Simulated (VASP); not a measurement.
MgS: single point with PBEsol

MgS:

```
CELL_PARAMETERS angstrom
2.58090 2.58090 0.00000
-2.58090 2.58090 0.00000
0.00000 0.00000 5.28559
ATOMIC_POSITIONS crystal
Mg 0.00000 0.00000 0.00000
Mg 0.50000 0.50000 0.50000
S 0.50000 0.50000 0.00000
S 0.00000 0.00000 0.50000
```

This cell differs from its parent crystal: uniaxial strain along c: +2.0 %, then relaxed in part.

* Program: VASP 6.6.1
* Task: single point
* Functional: PBEsol
* Potentials or basis: VASP PAW PBE potentials, release 64 (Mg, S)
* Cutoff: 520 eV
* k mesh: 6 × 6 × 6
* Occupations: gaussian, width 0.02 eV
* Spin: no spin polarisation
* Dipole correction: no
* Further INCAR settings: ALGO = Normal; EDIFF = 1e-06; NBANDS = 16

The pressure is -1.0 GPa and the band gap on the k mesh is 2.60 eV.

Stress tensor (GPa, compression positive):
```
-0.20  0.00  0.00
 0.00 -0.20  0.00
 0.00  0.00 -2.64
```

Levels at points of the mesh, in eV from the valence-band top:
| k point | band 6 | band 7 | band 8 | band 9 | band 10 | band 11 |
| --- | --- | --- | --- | --- | --- | --- |
| (0.00, 0.00, 0.00) | -0.10 | -0.10 | 0.00 | 2.73 | 3.53 | 4.23 |
| (0.50, 0.00, 0.00) | -2.41 | -0.66 | -0.66 | 5.60 | 5.60 | 7.43 |
| (0.50, 0.50, 0.00) | -1.91 | -1.71 | -1.71 | 2.60 | 2.60 | 4.15 |
| (0.00, 0.00, 0.50) | -1.02 | -1.02 | -1.02 | 4.83 | 4.83 | 5.42 |
| (0.50, 0.00, 0.50) | -0.70 | -0.63 | -0.63 | 4.33 | 4.33 | 6.65 |
| (0.50, 0.50, 0.50) | -3.39 | -2.35 | -2.35 | 5.01 | 5.01 | 7.66 |

Run time: 31 s on 1 thread of Intel Xeon 6975P-C, with other jobs on the host, peak memory 0.2 GiB.

Caveat: the cell differs from its parent crystal (uniaxial strain along c: +2.0 %, then relaxed in part); the PAW data sets were made with another functional, which shifts forces and pressure a little. A k mesh can miss the band edges.
